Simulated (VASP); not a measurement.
A run of VASP 6.6.1 is set up as follows.

File INCAR:

```
SYSTEM = SrCl2
PREC = Accurate
ENCUT = 520
EDIFF = 1E-6
ISMEAR = -1
SIGMA = 0.01
LREAL = .FALSE.
LASPH = .TRUE.
NELM = 80
ALGO = Normal
ISIF = 2
LWAVE = .FALSE.
LCHARG = .FALSE.
GGA = CA
NBANDS = 19
```

The input KPOINTS:

```
regular mesh
0
G
  8 8 8
  0 0 0
```

POSCAR

```
SrCl2
1.0
    0.0000000000      3.4506450000      3.4855000000
    3.4506450000      0.0000000000      3.4855000000
    3.4506450000      3.4506450000      0.0000000000
Sr Cl
1 2
Direct
    0.0000000000      0.0000000000      0.0000000000
    0.2500000000      0.2500000000      0.2500000000
    0.7500000000      0.7500000000      0.7500000000
```

Potentials or basis: VASP PAW LDA potentials, release 64 (Sr_sv, Cl).

Launch:

```sh
$ cat potpaw_LDA.64/Sr_sv/POTCAR potpaw_LDA.64/Cl/POTCAR > POTCAR
$ mpirun -np 1 vasp_std > vasp.out
```

(1) Predict the pressure.

(2) Predict the band gap on the k mesh.

Answers

(1) -2.0 GPa.

(2) 4.95 eV, indirect (least direct gap 5.11 eV).

Caveat: the cell differs from its parent crystal (equal xx and yy strain of -1 %).
